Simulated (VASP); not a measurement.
**Tl: single point with PBE+D3(BJ)**

Tl:

```
Tl
1.0
     3.45631    0.00000    0.00000
    -1.72815    2.99325    0.00000
     0.00000    0.00000   11.57698
Tl
4
Cartesian
  0.0000 0.0000 0.0000
  0.0000 1.9955 2.8942
  0.0000 0.0000 5.7885
  1.7282 0.9977 8.6827
```

This cell differs from its parent crystal: strain along c alone, the other axes held: +2.0 %.

- Program: VASP 6.6.1
- Task: single point
- Functional: PBE
- Dispersion: D3(BJ)
- Potentials or basis: VASP PAW PBE potentials, release 64 (Tl_d)
- Cutoff: 520 eV
- k mesh: 18 × 18 × 6
- Occupations: gaussian, width 0.1 eV
- Spin: no spin polarisation
- Dipole correction: no
- Further INCAR settings: ALGO = Normal; EDIFF = 1e-06; NBANDS = 34

| Item | Value |
| --- | --- |
| Pressure | -0.7 GPa |
| Band gap on the k mesh | zero (bands 26 and 27 overlap by 3.99 eV) |
| Dispersion energy per atom | -0.327 eV |

Stress tensor (GPa, compression positive):
```
-0.45  0.00  0.00
 0.00 -0.45  0.00
 0.00  0.00 -1.13
```

Levels at points of the mesh, in eV from the Fermi level:
| k point | band 22 | band 23 | band 24 | band 25 | band 26 | band 27 | band 28 | band 29 | band 30 | band 31 |
| --- | --- | --- | --- | --- | --- | --- | --- | --- | --- | --- |
| (0.00, 0.00, 0.00) | -8.46 | -8.44 | -5.56 | -2.79 | 2.58 | 2.59 | 8.23 | 8.23 | 9.09 | 9.09 |
| (0.50, 0.00, 0.00) | -5.07 | -4.65 | -4.02 | -2.48 | -2.18 | -0.48 | -0.06 | 1.81 | 2.76 | 4.18 |
| (0.00, 0.00, 0.50) | -9.42 | -6.89 | -6.89 | -0.83 | -0.83 | 6.50 | 6.50 | 8.47 | 8.47 | 8.47 |
| (0.50, 0.00, 0.50) | -5.27 | -4.44 | -4.44 | -1.75 | -1.75 | -1.09 | -1.09 | 3.23 | 3.23 | 4.57 |

Wall time 6.8 min on 1 thread of Intel(R) Xeon(R) Platinum 8488C (Sapphire Rapids) (shared host), peak memory 0.54 GiB.

Caveat: the cell differs from its parent crystal (strain along c alone, the other axes held: +2.0 %); spin-orbit coupling is left out, which moves the levels of the heavy elements.
